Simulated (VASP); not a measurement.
# MnO2 (P-3m1) in VASP: a series of runs

MnO2 is run at these levels: PBEsol+D4, PBEsol+D3(BJ), PBEsol, LDA, r2SCAN; tasks: relaxation of cell and atoms, single point.

Program: VASP 6.6.1. These are calculated values, not measurements. Logs are shortened: lines on timing, memory, paths and dates and some standing lists are left out, and cuts for length are marked.

### 1 The cell of the first run

It takes space group P-3m1 (No. 164, trigonal). Conventional cell: a = 2.857 Å, b = 2.857 Å, c = 4.601 Å, α = 90.00°, β = 90.00°, γ = 120.00°. Within 2.5 Å of Mn (site symmetry -3m) lie 6 O at 1.90 Å. O (site symmetry 3m) has 3 Mn at 1.90 Å and 3 O at 2.51 Å within 2.6 Å.

### 2 Relaxation of cell and atoms, PBEsol+D4, collinear spin, ferromagnetic start

File INCAR:

```
SYSTEM = MnO2
PREC = Accurate
ENCUT = 600
EDIFF = 1E-6
ISMEAR = -1
SIGMA = 0.05
LREAL = .FALSE.
LASPH = .TRUE.
NELM = 150
ALGO = Normal
ISIF = 3
LWAVE = .FALSE.
LCHARG = .FALSE.
ISPIN = 2
MAGMOM = 4 0 0
LORBIT = 11
LMAXMIX = 4
GGA = PS
IVDW = 13
IBRION = 2
NSW = 60
EDIFFG = -0.01
```

File KPOINTS:

```
Automatic mesh
0
G
  11 11 6
  0 0 0
```

File POSCAR:

```
MnO2
1.0
    2.8565781804      0.0000000000      0.0000000000
   -1.4282890902      2.4738692722      0.0000000000
    0.0000000000      0.0000000000      4.6013740589
Mn O
1 2
Direct
    0.0000000000      0.0000000000      0.5000000000
    0.3333333333      0.6666666667      0.7062925700
    0.6666666667      0.3333333333      0.2937074300
```

Potentials or basis: VASP PAW PBE potentials, release 64 (Mn_pv, O).

On the command line:

```console
$ cat potpaw_PBE.64/Mn_pv/POTCAR potpaw_PBE.64/O/POTCAR > POTCAR
$ mpirun -np 1 vasp_std > vasp.out
```

OUTCAR:

```text
SYSTEM = MnO2
   PREC = Accurate
   ENCUT = 600
   EDIFF = 1E-6
   ISMEAR = -1
   LREAL = .FALSE.
   LASPH = .TRUE.
   NELM = 150
   ISIF = 3
   ISPIN = 2
   LORBIT = 11
   GGA = PS
   IVDW = 13
   IBRION = 2
   NSW = 60
   EDIFFG = -0.01

 ion  position               nearest neighbor table
   1  0.000  0.000  0.500-   2 1.90   3 1.90   3 1.90   2 1.90   3 1.90   2 1.90
   2  0.333  0.667  0.706-   1 1.90   1 1.90   1 1.90
   3  0.667  0.333  0.294-   1 1.90   1 1.90   1 1.90

  LATTYP: Found a hexagonal cell.
 ALAT       =     2.8565781804
 C/A-ratio  =     1.6107992739

  Lattice vectors:

 A1 = (   2.8565781804,   0.0000000000,   0.0000000000)
 A2 = (  -1.4282890902,   2.4738692722,   0.0000000000)
 A3 = (   0.0000000000,   0.0000000000,   4.6013740589)

Analysis of symmetry for initial positions (statically):
=====================================================================
 Subroutine PRICEL returns:
 Original cell was already a primitive cell.

 Routine SETGRP: Setting up the symmetry group for a
 hexagonal supercell.

 Subroutine GETGRP returns: Found 12 space group operations
 (whereof 12 operations were pure point group operations)
 out of a pool of 24 trial point group operations.

The static configuration has the point symmetry D_3d.

Analysis of symmetry for dynamics (positions and initial velocities):
=====================================================================
 Subroutine PRICEL returns:
 Original cell was already a primitive cell.

 Routine SETGRP: Setting up the symmetry group for a
 hexagonal supercell.

 Subroutine GETGRP returns: Found 12 space group operations
 (whereof 12 operations were pure point group operations)
 out of a pool of 24 trial point group operations.

The dynamic configuration has the point symmetry D_3d.

Analysis of structural, dynamic, and magnetic symmetry:
=====================================================================
 Subroutine PRICEL returns:
 Original cell was already a primitive cell.

 Routine SETGRP: Setting up the symmetry group for a
 hexagonal supercell.

 Subroutine GETGRP returns: Found 12 space group operations
 (whereof 12 operations were pure point group operations)
 out of a pool of 24 trial point group operations.

The overall configuration has the point symmetry D_3d.

 Subroutine INISYM returns: Found 12 space group operations
 (whereof 12 operations are pure point group operations),
 and found     1 'primitive' translations

----------------------------------------------------------------------------------------

                                     Primitive cell

  volume of cell :      32.5170

  direct lattice vectors                    reciprocal lattice vectors
     2.856578180  0.000000000  0.000000000     0.350069187  0.202112539  0.000000000
    -1.428289090  2.473869272  0.000000000     0.000000000  0.404225078  0.000000000
     0.000000000  0.000000000  4.601374059     0.000000000  0.000000000  0.217326387

  length of vectors
     2.856578180  2.856578180  4.601374059     0.404225078  0.404225078  0.217326387

  position of ions in fractional coordinates (direct lattice)
     0.000000000  0.000000000  0.500000000
     0.333333333  0.666666667  0.706292570
     0.666666667  0.333333333  0.293707430

  ion indices of the primitive-cell ions
   primitive index   ion index
                 1           1
                 2           2
                 3           3

----------------------------------------------------------------------------------------

 KPOINTS: Automatic mesh

Automatic generation of k-mesh.
 Grid dimensions read from file:
 generate k-points for:   11   11    6

 Generating k-lattice:

  Cartesian coordinates                     Fractional coordinates (reciprocal lattice)
     0.031824472  0.018373867  0.000000000     0.090909091  0.000000000  0.000000000
     0.000000000  0.036747734  0.000000000     0.000000000  0.090909091  0.000000000
     0.000000000  0.000000000  0.036221065     0.000000000  0.000000000  0.166666667

  Length of vectors
     0.036747734  0.036747734  0.036221065

  Shift w.r.t. Gamma in fractional coordinates (k-lattice)
     0.000000000  0.000000000  0.000000000

 Subroutine IBZKPT returns following result:
 ===========================================

 Found     84 irreducible k-points:

 Following reciprocal coordinates:
            Coordinates               Weight
  0.000000  0.000000  0.000000      1.000000
  0.090909  0.000000  0.000000      6.000000
  0.181818  0.000000  0.000000      6.000000
  0.272727  0.000000  0.000000      6.000000
  0.363636  0.000000  0.000000      6.000000
  0.454545  0.000000  0.000000      6.000000
[... 16 lines left out ...]
  0.000000  0.272727  0.166667      6.000000
  0.363636  0.000000  0.166667      6.000000
 [... further k-points ...]
   k-points           NKPTS =     84   k-points in BZ     NKDIM =     84   number of bands    NBANDS=     18
   number of dos      NEDOS =    301   number of ions     NIONS =      3
   total plane-waves  NPLWV =  23040
   dimension x,y,z NGX =    24 NGY =   24 NGZ =   40
   dimension x,y,z NGXF=    48 NGYF=   48 NGZF=   80
   ions per type =               1   2
   NGX,Y,Z   is equivalent  to a cutoff of  13.97, 13.97, 14.45 a.u.
   NGXF,Y,Z  is equivalent  to a cutoff of  27.93, 27.93, 28.90 a.u.
 SYSTEM =  MnO2
   PREC   = accura    normal or accurate (medium, high low for compatibility)
   ISTART =      0    job   : 0-new  1-cont  2-samecut
   ICHARG =      2    charge: 1-file 2-atom 10-const
   ISPIN  =      2    spin polarized calculation?
   LNONCOLLINEAR =      F non collinear calculations
   LSORBIT =      F    spin-orbit coupling
   LASPH  =      T    aspherical Exc in radial PAW
   ENCUT  =  600.0 eV  44.10 Ry    6.64 a.u.   5.71  5.71  9.19*2*pi/ulx,y,z
   NELM   =    150;   NELMIN=  2; NELMDL= -5     # of ELM steps
   EDIFF  = 0.1E-05   stopping-criterion for ELM
   LREAL  =      F    real-space projection
   EDIFFG = -.1E-01   stopping-criterion for IOM
   NSW    =     60    number of steps for IOM
   IBRION =      2    ionic relax: 0-MD 1-quasi-New 2-CG
   NFREE  =      1    steps in history (QN), initial steepest desc. (CG)
   ISIF   =      3    stress and relaxation
   ISYM   =      2    0-nonsym 1-usesym 2-fastsym
   POTIM  = 0.5000    time-step for ionic-motion
   TEBEG  =    0.0;   TEEND  =   0.0 temperature during run
   PSTRESS=    0.0 pullay stress
   NELECT =      25.0000    total number of electrons
   NUPDOWN=      -1.0000    fix difference up-down
   EMIN   =  10.00;   EMAX   =-10.00  energy-range for DOS
   EFERMI =   0.00;   METHOD = LEGACY
   ISMEAR =    -1;   SIGMA  =   0.05  broadening in eV -4-tet -1-fermi 0-gaus
   EFERMI_NEDOS =   21; number of points for ismear=-14 and -15
   IALGO  =     38    algorithm
   IMIX   =      4    mixing-type and parameters
     AMIX     =   0.40;   BMIX     =  1.00
     AMIX_MAG =   1.60;   BMIX_MAG =  1.00
  volume/ion in A,a.u.               =      10.84        73.15
  Fermi-wavevector in a.u.,A,eV,Ry     =   1.499747  2.834111 30.602787  2.249241
  Thomas-Fermi vector in A             =   2.611337
   LORBIT       =     11    0 simple, 1 ext, 2 COOP (PROOUT), +10 PAW based schemes
   GGA     = PS    functional components
   LHFCALC =     F    Hartree Fock is set to
   AEXX    =    0.0000 exact exchange contribution
   IVDW    =    13    specifies the selected vdW correction
   LEPSILON=     F    determine dielectric tensor
   LRPA    =     F    only Hartree local field effects (RPA)
 conjugate gradient relaxation of ions
 spin polarized calculation
  energy-cutoff  :      600.00
  volume of cell :       32.52
 maximum number of plane-waves:      1098
 NGX is ok and might be reduce to    24
   NGX = 11   NGY = 11   NGZ = 19

--------------------------------------- Ionic step        1  -------------------------------------------

 number of electron      24.9999996 magnetization       2.9998506

 Free energy of the ion-electron system (eV)
  ---------------------------------------------------
  ext. energy  EPLUGINS =         0.00000000
  ---------------------------------------------------
  free energy    TOTEN  =       -25.05654274 eV

  energy without entropy =      -25.05652326  energy(sigma->0) =      -25.05653300

------------------------ aborting loop because EDIFF is reached ----------------------------------------

  DFT-D4 for vdW energy calculation

  Edisp (eV):   -0.30792
[... 108 lines left out ...]
  FREE ENERGIE OF THE ION-ELECTRON SYSTEM (eV)
  ---------------------------------------------------
  free  energy   TOTEN  =       -25.3686153386 eV

  energy  without entropy=      -25.3685857114  energy(sigma->0) =      -25.36860052

[... ionic steps 4 to 7 ...]

--------------------------------------- Ionic step        8  -------------------------------------------

 number of electron      25.0000003 magnetization       2.9998929

------------------------ aborting loop because EDIFF is reached ----------------------------------------
[... 77 lines left out ...]
--------------------------------------- Ionic step       10  -------------------------------------------

 number of electron      25.0000003 magnetization       2.9999005

 Free energy of the ion-electron system (eV)
  ---------------------------------------------------
  ext. energy  EPLUGINS =         0.00000000
  ---------------------------------------------------
  free energy    TOTEN  =       -25.04954537 eV

  energy without entropy =      -25.04950626  energy(sigma->0) =      -25.04952582

 E-fermi :   4.1258     XC(G=0): -11.4182

 val. band max:        3.8017942044   @ k =   0.0909   0.0000   0.5000
 cond. band min:       4.4177900453   @ k =   0.0000   0.0000   0.5000
 fundamental gap:      0.6159958409
 Fermi energy:         4.1257666761

 spin component 1

 k-point     1 :       0.0000    0.0000    0.0000
  band No.  band energies     occupation
      1     -46.4573      1.00000
      2     -46.4573      1.00000
      3     -46.4473      1.00000
      4     -16.0549      1.00000
      5     -13.5729      1.00000
      6      -2.8688      1.00000
[... 481 lines left out ...]
      5     -14.0296      1.00000
      6      -2.8962      1.00000
[... 10 lines left out ...]
     17      14.2107      0.00000
     18      17.5135      0.00000

 [... further k-points ...]

 spin component 2

 k-point     1 :       0.0000    0.0000    0.0000
  band No.  band energies     occupation
      1     -43.4376      1.00000
      2     -43.4376      1.00000
      3     -43.2862      1.00000
      4     -15.8712      1.00000
      5     -13.4334      1.00000
      6      -2.0450      1.00000
[... 481 lines left out ...]
      5     -13.8653      1.00000
      6      -2.1408      1.00000
[... 10 lines left out ...]
     17      14.5172      0.00000
     18      17.9413      0.00000

 [... further k-points ...]

------------------------ aborting loop because EDIFF is reached ----------------------------------------

  DFT-D4 for vdW energy calculation

  Edisp (eV):   -0.32383
[... 26 lines left out ...]
  FREE ENERGIE OF THE ION-ELECTRON SYSTEM (eV)
  ---------------------------------------------------
  free  energy   TOTEN  =       -25.3733718911 eV

  energy  without entropy=      -25.3733327807  energy(sigma->0) =      -25.37335234

 reached required accuracy - stopping structural energy minimisation

 total charge

# of ion       s       p       d       tot
------------------------------------------
    1        0.366   6.489   4.954  11.809
    2        1.574   3.407   0.000   4.981
    3        1.574   3.407   0.000   4.981
--------------------------------------------------
tot          3.514  13.302   4.954  21.770

 magnetization (x)

# of ion       s       p       d       tot
------------------------------------------
    1        0.030   0.040   2.750   2.821
    2        0.004   0.045   0.000   0.049
    3        0.004   0.045   0.000   0.049
--------------------------------------------------
tot          0.038   0.130   2.750   2.918
```

Run time: 3.9 min. Hardware: 1 thread of Intel Xeon 6975P-C (Granite Rapids), shared host; peak memory 0.25 GiB.

What came out:

| Item | Value |
| --- | --- |
| Free energy | -25.3734 eV |
| Relaxed volume | 10.31 Å³/atom |
| Relaxed cell | a = 2.839 Å, b = 2.839 Å, c = 4.433 Å, α = 90.00°, β = 90.00°, γ = 120.00° |
| Space group after relaxing (to 0.1 Å) | P-3m1 (No. 164) |
| Energy gained by relaxing | 3.0 meV/atom |
| Ionic steps | 10 |
| Pressure after relaxing | 0.0 GPa |
| Band gap on the k mesh | 0.62 eV (least direct gap 0.68 eV) |
| Net moment | 3.00 μB per cell |
| Site moments | Mn +2.82; O +0.05 μB |
| Valence electrons inside the program's atomic spheres | Mn 11.81; O 4.98 |
| Dispersion energy per atom | -0.108 eV |

Forces in eV/Å, atoms in the order of the input:
```
Mn   0.000  0.000  0.000
O    0.000  0.000  0.003
O    0.000  0.000 -0.003
```

Step by step:
| step | energy change (eV) | largest force (eV/Å) | pressure (GPa) | volume (Å³) |
| --- | --- | --- | --- | --- |
| 1 | 0.0000 | 0.0991 | -3.02 | 32.52 |
| 2 | 0.0046 | 0.4270 | 4.29 | 31.56 |
| 3 | -0.0042 | 0.1109 | -0.19 | 32.12 |
| 4 | -0.0050 | 0.0617 | -0.16 | 32.03 |
| 5 | -0.0053 | 0.0069 | -0.15 | 31.92 |
| 6 | -0.0059 | 0.0098 | -0.07 | 31.82 |
| 7 | -0.0074 | 0.0214 | 0.15 | 31.52 |
| 8 | -0.0088 | 0.0490 | 0.49 | 30.93 |
| 9 | -0.0084 | 0.0793 | -0.91 | 30.97 |
| 10 | -0.0089 | 0.0027 | 0.00 | 30.94 |

Final structure:
```
Mn O
1.0
     2.83895    0.00000    0.00000
    -1.41948    2.45860    0.00000
     0.00000    0.00000    4.43321
Mn O
1 2
Direct
  0.00000 0.00000 0.50000
  0.33333 0.66667 0.71432
  0.66667 0.33333 0.28568
```

Caveat: semilocal functionals underestimate gaps, and a narrow one can read as zero; the PAW data sets were made with another functional, which shifts forces and pressure a little; a cell with one magnetic atom can't hold antiferromagnetic order, which such compounds often take. A k mesh can miss the band edges.

### 3 Relaxation of cell and atoms, PBEsol+D3(BJ), collinear spin, ferromagnetic start

File INCAR:

```
  ALGO = Normal
  EDIFF = 1E-7
  EDIFFG = -0.01
  ENCUT = 600
  GGA = PS
  IBRION = 2
  ISIF = 3
  ISMEAR = -1
  ISPIN = 2
  IVDW = 12
  LASPH = T
  LCHARG = F
  LMAXMIX = 4
  LORBIT = 11
  LREAL = F
  LWAVE = F
  MAGMOM = 4 0 0
  NELM = 150
  NSW = 60
  PREC = Accurate
  SIGMA = 0.05
```

File KPOINTS:

```
k-points
0
Gamma
  11 11 6
```

POSCAR is that of step 2.

Potentials or basis: VASP PAW PBE potentials, release 64 (Mn_pv, O).

On the command line:

```console
$ cat potpaw_PBE.64/Mn_pv/POTCAR potpaw_PBE.64/O/POTCAR > POTCAR
$ mpirun -np 1 vasp_std > vasp.out
```

It took 5.7 min on 1 thread of Intel Xeon 6975P-C (Granite Rapids), shared host; peak memory 0.26 GiB.

Results (log left out):

```
Free energy                                           : -25.3926 eV
Relaxed volume                                        : 10.23 Å³/atom
Relaxed cell                                          : a = 2.838 Å, b = 2.838 Å, c = 4.400 Å, α = 90.00°, β = 90.00°, γ = 120.00°
Space group after relaxing (to 0.1 Å)                 : P-3m1 (No. 164)
Energy gained by relaxing                             : 3.7 meV/atom
Ionic steps                                           : 12
Pressure after relaxing                               : -0.1 GPa
Band gap on the k mesh                                : 0.61 eV (least direct gap 0.67 eV)
Net moment                                            : 3.00 μB per cell
Site moments                                          : Mn +2.82; O +0.05 μB
Valence electrons inside the program's atomic spheres : Mn 11.81; O 4.98
Dispersion energy per atom                            : -0.115 eV
```

Stress tensor (GPa, compression positive):
```
-0.10  0.00  0.00
 0.00 -0.10  0.00
 0.00  0.00  0.05
```

The path:
```
step  energy change (eV)  largest force (eV/Å)  pressure (GPa)  volume (Å³)
   1              0.0000                0.0819           -3.12        32.52
   2              0.0042                0.4449            4.23        31.53
   3             -0.0045                0.1325           -0.17        32.10
   4             -0.0057                0.0720           -0.16        31.99
   5             -0.0062                0.0027           -0.18        31.86
   6             -0.0070                0.0065           -0.08        31.73
   7             -0.0092                0.0198            0.14        31.34
   8             -0.0107                0.0478            0.86        30.56
   9             -0.0108                0.0577           -0.42        30.58
  10             -0.0110                0.0088            0.18        30.57
  11             -0.0110                0.0067            0.15        30.60
  12             -0.0111                0.0006           -0.05        30.69
```

Final structure:
```yaml
crystal:
  lattice:
    - [2.83789, 0.00000, 0.00000]
    - [-1.41894, 2.45768, 0.00000]
    - [0.00000, 0.00000, 4.40037]
  atoms:
    - { symbol: Mn, position: [0.00000, 0.00000, 0.50000] }
    - { symbol: O, position: [0.33333, 0.66667, 0.71616] }
    - { symbol: O, position: [0.66667, 0.33333, 0.28384] }
```

Levels at points of the mesh, in eV from the valence-band top:
Spin up:
| k point | band 10 | band 11 | band 12 | band 13 | band 14 | band 15 | band 16 | band 17 | band 18 |
| --- | --- | --- | --- | --- | --- | --- | --- | --- | --- |
| (0.00, 0.00, 0.00) | -2.48 | -1.55 | -1.55 | -1.15 | -0.46 | 2.77 | 2.77 | 7.15 | 10.18 |
| (0.00, 0.00, 0.50) | -2.49 | -2.49 | -1.63 | -1.63 | -0.06 | 2.86 | 2.86 | 9.31 | 9.56 |
Spin down:
```csv
k point,band 9,band 10,band 11,band 12,band 13,band 14
"(0.00, 0.00, 0.00)",-1.45,-1.45,-0.95,0.62,0.62,2.26
"(0.00, 0.00, 0.50)",-2.69,-1.53,-1.53,0.61,0.61,2.43
```

Caveat: semilocal functionals underestimate gaps, and a narrow one can read as zero; the PAW data sets were made with another functional, which shifts forces and pressure a little; a cell with one magnetic atom can't hold antiferromagnetic order, which such compounds often take. A k mesh can miss the band edges.

[end of part 1 of 3]
